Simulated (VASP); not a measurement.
# TaN (P-6m2) in VASP: notebook

TaN is run at these levels: PBE; tasks: single point.

Everything below comes from runs of VASP 6.6.1. Logs are shortened: lines on timing, memory, paths and dates and some standing lists are left out, and cuts for length are marked.

### 1 The cell of the first run

It takes space group P-6m2 (No. 187, hexagonal). The conventional cell has a = 2.906 Å, b = 2.906 Å, c = 2.898 Å, α = 90.00°, β = 90.00°, γ = 120.00°. Ta (site symmetry -6m2) has 6 N at 2.22 Å and 8 Ta at 2.90 to 2.91 Å within 3.0 Å. Within 3.0 Å of N (site symmetry -6m2) lie 6 Ta at 2.22 Å and 8 N at 2.90 to 2.91 Å.

### 2 Single point, PBE

The input, INCAR:

```
PREC = Accurate
ENCUT = 520
EDIFF = 1E-6
ISMEAR = 0
SIGMA = 0.15
LREAL = F
LASPH = T
NELM = 100
ALGO = Normal
ISIF = 2
LWAVE = F
LCHARG = F
GGA = PE
NBANDS = 15
```

The input, KPOINTS:

```
regular mesh
0
Gamma
  18 18 16
```

The input, POSCAR:

```
TaN
1.0
    2.9060000000      0.0000000000      0.0000000000
   -1.4530000000      2.5166698234      0.0000000000
    0.0000000000      0.0000000000      2.8977748891
Ta N
1 1
Direct
    0.3333333333      0.6666666667      0.5000000000
    0.0000000000      0.0000000000      0.0000000000
```

Potentials or basis: VASP PAW PBE potentials, release 64 (Ta_pv, N).

Command:

```sh
$ cat potpaw_PBE.64/Ta_pv/POTCAR potpaw_PBE.64/N/POTCAR > POTCAR
$ mpirun -np 1 vasp_std > vasp.out
```

OUTCAR:

```text
PREC = Accurate
   ENCUT = 520
   EDIFF = 1E-6
   ISMEAR = 0
   LREAL = F
   LASPH = T
   NELM = 100
   ISIF = 2
   GGA = PE

 ion  position               nearest neighbor table
   1  0.333  0.667  0.500-   2 2.22   2 2.22   2 2.22   2 2.22   2 2.22   2 2.22
   2  0.000  0.000  0.000-   1 2.22   1 2.22   1 2.22   1 2.22   1 2.22   1 2.22

  LATTYP: Found a hexagonal cell.
 ALAT       =     2.9060000000
 C/A-ratio  =     0.9971696108

  Lattice vectors:

 A1 = (   2.9060000000,   0.0000000000,   0.0000000000)
 A2 = (  -1.4530000000,   2.5166698234,   0.0000000000)
 A3 = (   0.0000000000,   0.0000000000,   2.8977748891)

Analysis of symmetry for initial positions (statically):
=====================================================================
 Subroutine PRICEL returns:
 Original cell was already a primitive cell.

 Routine SETGRP: Setting up the symmetry group for a
 hexagonal supercell.

 Subroutine GETGRP returns: Found 12 space group operations
 (whereof 12 operations were pure point group operations)
 out of a pool of 24 trial point group operations.

The static configuration has the point symmetry D_3h.

Analysis of symmetry for dynamics (positions and initial velocities):
=====================================================================
 Subroutine PRICEL returns:
 Original cell was already a primitive cell.

 Routine SETGRP: Setting up the symmetry group for a
 hexagonal supercell.

 Subroutine GETGRP returns: Found 12 space group operations
 (whereof 12 operations were pure point group operations)
 out of a pool of 24 trial point group operations.

The dynamic configuration has the point symmetry D_3h.

 Subroutine INISYM returns: Found 12 space group operations
 (whereof 12 operations are pure point group operations),
 and found     1 'primitive' translations

----------------------------------------------------------------------------------------

                                     Primitive cell

  volume of cell :      21.1927

  direct lattice vectors                    reciprocal lattice vectors
     2.906000000  0.000000000  0.000000000     0.344115623  0.198675247  0.000000000
    -1.453000000  2.516669823  0.000000000     0.000000000  0.397350495  0.000000000
     0.000000000  0.000000000  2.897774889     0.000000000  0.000000000  0.345092369

  length of vectors
     2.906000000  2.906000000  2.897774889     0.397350495  0.397350495  0.345092369

  position of ions in fractional coordinates (direct lattice)
     0.333333333  0.666666667  0.500000000
     0.000000000  0.000000000  0.000000000

  ion indices of the primitive-cell ions
   primitive index   ion index
                 1           1
                 2           2

----------------------------------------------------------------------------------------

 KPOINTS: regular mesh

Automatic generation of k-mesh.
 Grid dimensions read from file:
 generate k-points for:   18   18   16

 Generating k-lattice:

  Cartesian coordinates                     Fractional coordinates (reciprocal lattice)
     0.019117535  0.011037514  0.000000000     0.055555556 -0.000000000  0.000000000
     0.000000000  0.022075027  0.000000000     0.000000000  0.055555556  0.000000000
     0.000000000  0.000000000  0.021568273     0.000000000  0.000000000  0.062500000

  Length of vectors
     0.022075027  0.022075027  0.021568273

  Shift w.r.t. Gamma in fractional coordinates (k-lattice)
     0.000000000  0.000000000  0.000000000

 Subroutine IBZKPT returns following result:
 ===========================================

 Found    333 irreducible k-points:

 Following reciprocal coordinates:
            Coordinates               Weight
  0.000000  0.000000  0.000000      1.000000
  0.055556 -0.000000  0.000000      6.000000
  0.111111 -0.000000  0.000000      6.000000
  0.166667 -0.000000  0.000000      6.000000
  0.222222  0.000000  0.000000      6.000000
  0.277778 -0.000000  0.000000      6.000000
[... 16 lines left out ...]
  0.333333  0.111111  0.000000     12.000000
  0.388889  0.111111  0.000000     12.000000
 [... further k-points ...]
   k-points           NKPTS =    333   k-points in BZ     NKDIM =    333   number of bands    NBANDS=     15
   number of dos      NEDOS =    301   number of ions     NIONS =      2
   total plane-waves  NPLWV =  13824
   dimension x,y,z NGX =    24 NGY =   24 NGZ =   24
   dimension x,y,z NGXF=    48 NGYF=   48 NGZF=   48
   ions per type =               1   1
   NGX,Y,Z   is equivalent  to a cutoff of  13.73, 13.73, 13.77 a.u.
   NGXF,Y,Z  is equivalent  to a cutoff of  27.46, 27.46, 27.54 a.u.
 SYSTEM =  unknown system
   PREC   = accura    normal or accurate (medium, high low for compatibility)
   ISTART =      0    job   : 0-new  1-cont  2-samecut
   ICHARG =      2    charge: 1-file 2-atom 10-const
   ISPIN  =      1    spin polarized calculation?
   LNONCOLLINEAR =      F non collinear calculations
   LSORBIT =      F    spin-orbit coupling
   LASPH  =      T    aspherical Exc in radial PAW
   ENCUT  =  520.0 eV  38.22 Ry    6.18 a.u.   5.40  5.40  5.39*2*pi/ulx,y,z
   NELM   =    100;   NELMIN=  2; NELMDL= -5     # of ELM steps
   EDIFF  = 0.1E-05   stopping-criterion for ELM
   LREAL  =      F    real-space projection
   EDIFFG = 0.1E-04   stopping-criterion for IOM
   NSW    =      0    number of steps for IOM
[... 5 lines left out ...]
   TEBEG  =    0.0;   TEEND  =   0.0 temperature during run
   PSTRESS=    0.0 pullay stress
   NELECT =      16.0000    total number of electrons
   NUPDOWN=      -1.0000    fix difference up-down
   EMIN   =  10.00;   EMAX   =-10.00  energy-range for DOS
   EFERMI =   0.00;   METHOD = LEGACY
   ISMEAR =     0;   SIGMA  =   0.15  broadening in eV -4-tet -1-fermi 0-gaus
   EFERMI_NEDOS =   21; number of points for ismear=-14 and -15
   IALGO  =     38    algorithm
   IMIX   =      4    mixing-type and parameters
     AMIX     =   0.40;   BMIX     =  1.00
     AMIX_MAG =   1.60;   BMIX_MAG =  1.00
  volume/ion in A,a.u.               =      10.60        71.51
  Fermi-wavevector in a.u.,A,eV,Ry     =   1.490685  2.816987 30.234090  2.222143
  Thomas-Fermi vector in A             =   2.603436
   LORBIT       =      0    0 simple, 1 ext, 2 COOP (PROOUT), +10 PAW based schemes
   GGA     = PE    functional components
   LHFCALC =     F    Hartree Fock is set to
   AEXX    =    0.0000 exact exchange contribution
   IVDW    =     0    specifies the selected vdW correction
   LEPSILON=     F    determine dielectric tensor
   LRPA    =     F    only Hartree local field effects (RPA)
 non-spin polarized calculation
 Gauss-broadening in eV      SIGMA  =   0.15
  energy-cutoff  :      520.00
  volume of cell :       21.19
 maximum number of plane-waves:       593
 NGX is ok and might be reduce to    24
   NGX = 11   NGY = 11   NGZ = 11

 number of electron      15.9999999 magnetization

 Free energy of the ion-electron system (eV)
  ---------------------------------------------------
  ext. energy  EPLUGINS =         0.00000000
  ---------------------------------------------------
  free energy    TOTEN  =       -22.41658530 eV

  energy without entropy =      -22.41597752  energy(sigma->0) =      -22.41628141

 E-fermi :   8.3971     XC(G=0): -13.4408

 val. band max:        8.3559799787   @ k =   0.0000   0.0000   0.4375
 cond. band min:       8.4311345516   @ k =   0.0556  -0.0000   0.5000
 fundamental gap:      0.0751545729
 Fermi energy:         8.3970780486

 k-point     1 :       0.0000    0.0000    0.0000
  band No.  band energies     occupation
      1     -26.4161      2.00000
      2     -26.0823      2.00000
      3     -26.0823      2.00000
      4      -9.4623      2.00000
      5       3.9186      2.00000
      6       3.9186      2.00000
      7       4.0948      2.00000
      8       5.3838      2.00000
      9      10.9046      0.00000
     10      11.9971      0.00000
     11      11.9971      0.00000
     12      12.4985      0.00000
     13      12.4985      0.00000
     14      21.6159      0.00000
     15      21.9030      0.00000

 k-point     2 :       0.0556   -0.0000    0.0000
  band No.  band energies     occupation
      1     -26.4113      2.00000
      2     -26.1199      2.00000
      3     -26.0903      2.00000
      4      -9.3950      2.00000
      5       3.7006      2.00000
      6       3.9693      2.00000
      7       4.2058      2.00000
      8       5.2854      2.00000
      9      11.1480      0.00000
     10      11.8551      0.00000
     11      12.0093      0.00000
     12      12.4626      0.00000
     13      12.5886      0.00000
     14      21.6181      0.00000
     15      21.9002      0.00000

 k-point     3 :       0.1111   -0.0000    0.0000
  band No.  band energies     occupation
      1     -26.3974      2.00000
      2     -26.2266      2.00000
      3     -26.1130      2.00000
      4      -9.2007      2.00000
      5       3.1961      2.00000
      6       4.1131      2.00000
      7       4.4580      2.00000
      8       5.0178      2.00000
      9      11.4105      0.00000
     10      11.8583      0.00000
     11      12.0552      0.00000
     12      12.3609      0.00000
     13      12.8221      0.00000
     14      21.6157      0.00000
     15      21.8911      0.00000

 k-point     4 :       0.1667   -0.0000    0.0000
  band No.  band energies     occupation
      1     -26.3865      2.00000
      2     -26.3760      2.00000
      3     -26.1477      2.00000
      4      -8.9007      2.00000
      5       2.5561      2.00000
      6       4.3267      2.00000
      7       4.6445      2.00000
      8       4.8058      2.00000
      9      10.9631      0.00000
     10      12.1605      0.00000
     11      12.2096      0.00000
     12      12.6901      0.00000
     13      13.1137      0.00000
     14      21.6237      0.00000
     15      21.8831      0.00000
[... 307 lines left out ...]
 k-point    22 :       0.2778    0.1111    0.0000
  band No.  band energies     occupation
      1     -26.9474      2.00000
      2     -26.3453      2.00000
      3     -26.2879      2.00000
      4      -7.6032      2.00000
      5       0.8099      2.00000
      6       3.4532      2.00000
      7       4.4490      2.00000
      8       5.9595      2.00000
      9      10.3170      0.00000
     10      11.0618      0.00000
     11      13.4091      0.00000
     12      14.3370      0.00000
     13      15.4609      0.00000
     14      21.8199      0.00000
     15      22.2984      0.00000

 k-point    23 :       0.3333    0.1111    0.0000
  band No.  band energies     occupation
      1     -27.0704      2.00000
      2     -26.3890      2.00000
      3     -26.2674      2.00000
      4      -7.2793      2.00000
      5       0.4870      2.00000
      6       3.2245      2.00000
      7       4.2985      2.00000
      8       6.0855      2.00000
      9      10.8328      0.00000
     10      10.8661      0.00000
     11      13.4825      0.00000
     12      14.4819      0.00000
     13      16.3213      0.00000
     14      21.7241      0.00000
     15      21.9516      0.00000

 k-point    24 :       0.3889    0.1111    0.0000
  band No.  band energies     occupation
      1     -27.1494      2.00000
      2     -26.4174      2.00000
      3     -26.2540      2.00000
      4      -7.0601      2.00000
      5       0.2863      2.00000
      6       3.0817      2.00000
      7       4.1583      2.00000
      8       6.1319      2.00000
      9      10.6865      0.00000
     10      11.6294      0.00000
     11      13.1786      0.00000
     12      14.5565      0.00000
     13      17.2194      0.00000
     14      20.8563      0.00000
     15      21.8557      0.00000

 [... further k-points ...]

------------------------ aborting loop because EDIFF is reached ----------------------------------------

  FORCE on cell =-STRESS in cart. coord.  units (eV):
  Direction    XX          YY          ZZ          XY          YZ          ZX
  --------------------------------------------------------------------------------------
  -------------------------------------------------------------------------------------
  Total        1.8733488      1.8733488      0.7390398      0.0000000      0.0000000      0.0000000
  in kB      141.6259131    141.6259131     55.8717007      0.0000000      0.0000000      0.0000000
  external PRESSURE =     113.0411756 kB  Pullay stress =       0.0000000 kB

 VOLUME and BASIS-vectors are now :
 -----------------------------------------------------------------------------
  energy-cutoff  :      520.00
  volume of cell :       21.19
      direct lattice vectors                 reciprocal lattice vectors
     2.906000000  0.000000000  0.000000000     0.344115623  0.198675247  0.000000000
    -1.453000000  2.516669823  0.000000000     0.000000000  0.397350495  0.000000000
     0.000000000  0.000000000  2.897774889     0.000000000  0.000000000  0.345092369

 POSITION                                       TOTAL-FORCE (eV/Angst)
 -----------------------------------------------------------------------------------
     -0.00000      1.67778      1.44889         0.000000      0.000000      0.000000
      0.00000      0.00000      0.00000        -0.000000      0.000000      0.000000
 -----------------------------------------------------------------------------------
    total drift:                                0.000000     -0.000000     -0.000000

  FREE ENERGIE OF THE ION-ELECTRON SYSTEM (eV)
  ---------------------------------------------------
  free  energy   TOTEN  =       -22.4165852982 eV

  energy  without entropy=      -22.4159775165  energy(sigma->0) =      -22.41628141
```

Wall time 29 s (1 thread of Intel Xeon 6975P-C (Granite Rapids), shared host); peak memory 0.23 GiB.

Results:

```yaml
Free_energy: -22.4166 eV
Pressure: 11.3 GPa
Band_gap_on_the_k_mesh: zero (bands 8 and 9 overlap by 0.47 eV)
```

Caveat: the stress differs along the axes, from 6 to 14 GPa; spin-orbit coupling is left out, which moves the levels of the heavy elements.

### 3 Single point, PBE

This run uses another cell than the first one, of 10.66 Å³/atom.

Changes to INCAR since step 2:

```diff
@@ -2,3 +2,3 @@
 ENCUT = 520
-EDIFF = 1E-6
+EDIFF = 1E-7
 ISMEAR = 0
```

The input, KPOINTS:

```
Automatic mesh
0
Gamma
  18 18 16
```

The input, POSCAR:

```
TaN
1.0
    3.0387000000      0.0000000000      0.0000000000
   -1.5193500000      2.6315913945      0.0000000000
    0.0000000000      0.0000000000      2.6660000000
Ta N
1 1
Direct
    0.3333333333      0.6666666667      0.5000000000
    0.0000000000      0.0000000000      0.0000000000
```

Potentials or basis: VASP PAW PBE potentials, release 64 (Ta_pv, N).

Command:

```sh
$ cat potpaw_PBE.64/Ta_pv/POTCAR potpaw_PBE.64/N/POTCAR > POTCAR
$ mpirun -np 1 vasp_std > vasp.out
```

OUTCAR:

```text
PREC = Accurate
   ENCUT = 520
   EDIFF = 1E-7
   ISMEAR = 0
   LREAL = F
   LASPH = T
   NELM = 100
   ISIF = 2
   GGA = PE

 ion  position               nearest neighbor table
   1  0.333  0.667  0.500-   2 2.20   2 2.20   2 2.20   2 2.20   2 2.20   2 2.20
   2  0.000  0.000  0.000-   1 2.20   1 2.20   1 2.20   1 2.20   1 2.20   1 2.20

  LATTYP: Found a hexagonal cell.
 ALAT       =     3.0387000000
 C/A-ratio  =     0.8773488663

  Lattice vectors:

 A1 = (   3.0387000000,   0.0000000000,   0.0000000000)
 A2 = (  -1.5193500000,   2.6315913945,   0.0000000000)
 A3 = (   0.0000000000,   0.0000000000,   2.6660000000)

Analysis of symmetry for initial positions (statically):
=====================================================================
 Subroutine PRICEL returns:
 Original cell was already a primitive cell.

 Routine SETGRP: Setting up the symmetry group for a
 hexagonal supercell.

 Subroutine GETGRP returns: Found 12 space group operations
 (whereof 12 operations were pure point group operations)
 out of a pool of 24 trial point group operations.

The static configuration has the point symmetry D_3h.
[... 175 lines left out ...]
      5       2.9463      2.00000
      6       2.9463      2.00000
      7       4.1779      2.00000
      8       6.2790      2.00000
      9       9.9057      0.00000
     10      12.6433      0.00000
     11      12.6433      0.00000
     12      12.8672      0.00000
     13      12.8672      0.00000
     14      21.7931      0.00000
[... 401 lines left out ...]
      2     -26.5420      2.00000
      3     -25.9573      2.00000
      4      -7.4708      2.00000
      5       0.0991      2.00000
      6       3.7889      2.00000
      7       4.3495      2.00000
      8       5.6944      2.00000
      9      10.6473      0.00000
     10      11.6367      0.00000
     11      12.6521      0.00000
     12      14.9105      0.00000
     13      17.2343      0.00000
     14      20.2405      0.00000
     15      21.8621      0.00000

 [... further k-points ...]

------------------------ aborting loop because EDIFF is reached ----------------------------------------

  FORCE on cell =-STRESS in cart. coord.  units (eV):
  Direction    XX          YY          ZZ          XY          YZ          ZX
  --------------------------------------------------------------------------------------
  -------------------------------------------------------------------------------------
  Total       -1.4341253     -1.4341253      9.1791670      0.0000000     -0.0000000      0.0000000
  in kB     -107.7782817   -107.7782817    689.8384971      0.0000000     -0.0000000      0.0000000
  external PRESSURE =     158.0939779 kB  Pullay stress =       0.0000000 kB

 VOLUME and BASIS-vectors are now :
 -----------------------------------------------------------------------------
  energy-cutoff  :      520.00
  volume of cell :       21.32
      direct lattice vectors                 reciprocal lattice vectors
     3.038700000  0.000000000  0.000000000     0.329088097  0.189999101  0.000000000
    -1.519350000  2.631591395  0.000000000     0.000000000  0.379998203  0.000000000
     0.000000000  0.000000000  2.666000000     0.000000000  0.000000000  0.375093773

 POSITION                                       TOTAL-FORCE (eV/Angst)
 -----------------------------------------------------------------------------------
     -0.00000      1.75439      1.33300         0.000000      0.000000      0.000000
      0.00000      0.00000      0.00000        -0.000000      0.000000      0.000000
 -----------------------------------------------------------------------------------
    total drift:                                0.000000     -0.000000     -0.000000

  FREE ENERGIE OF THE ION-ELECTRON SYSTEM (eV)
  ---------------------------------------------------
  free  energy   TOTEN  =       -22.0321407910 eV

  energy  without entropy=      -22.0299943755  energy(sigma->0) =      -22.03106758
```

OSZICAR:

```text
N       E                     dE             d eps       ncg     rms          rms(c)
DAV:   1     0.922700846015E+02    0.92270E+02   -0.87797E+03  9998   0.113E+03
DAV:   2    -0.216559344948E+02   -0.11393E+03   -0.10717E+03 12167   0.307E+02
DAV:   3    -0.245439293048E+02   -0.28880E+01   -0.28749E+01 11411   0.455E+01
DAV:   4    -0.245556285555E+02   -0.11699E-01   -0.11696E-01 13056   0.315E+00
DAV:   5    -0.245557029576E+02   -0.74402E-04   -0.74400E-04 11523   0.231E-01    0.246E+01
DAV:   6    -0.221099184166E+02    0.24458E+01   -0.40110E+00 12361   0.237E+01    0.105E+01
DAV:   7    -0.220577346235E+02    0.52184E-01   -0.49227E-01 11642   0.600E+00    0.740E+00
DAV:   8    -0.220400053306E+02    0.17729E-01   -0.13838E-01 11453   0.314E+00    0.185E+00
DAV:   9    -0.220321568483E+02    0.78485E-02   -0.14638E-02 11131   0.101E+00    0.169E-01
DAV:  10    -0.220321813404E+02   -0.24492E-04   -0.11884E-03 12125   0.363E-01    0.872E-02
DAV:  11    -0.220321412999E+02    0.40040E-04   -0.82051E-05 11614   0.902E-02    0.163E-02
DAV:  12    -0.220321411397E+02    0.16022E-06   -0.91101E-06 11768   0.299E-02    0.369E-03
DAV:  13    -0.220321410072E+02    0.13248E-06   -0.19763E-07 11417   0.504E-03    0.171E-03
DAV:  14    -0.220321408112E+02    0.19606E-06   -0.31409E-08  5863   0.181E-03    0.294E-04
DAV:  15    -0.220321407910E+02    0.20156E-07   -0.24318E-09  5128   0.574E-04
   1 F= -.22032141E+02 E0= -.22031068E+02  d E =-.214642E-02
```

Wall time 29 s (1 thread of Intel Xeon 6975P-C (Granite Rapids), shared host); peak memory 0.22 GiB.

What came out:

```yaml
Free_energy: -22.0321 eV
Pressure: 15.8 GPa
Band_gap_on_the_k_mesh: zero (bands 8 and 9 overlap by 0.40 eV)
```

Caveat: the stress differs along the axes, from -11 to 69 GPa; spin-orbit coupling is left out, which moves the levels of the heavy elements.

(Part 1 of 2 ends here.)

The gap in the log of VASP goes by the Fermi energy; the results here count the filled bands.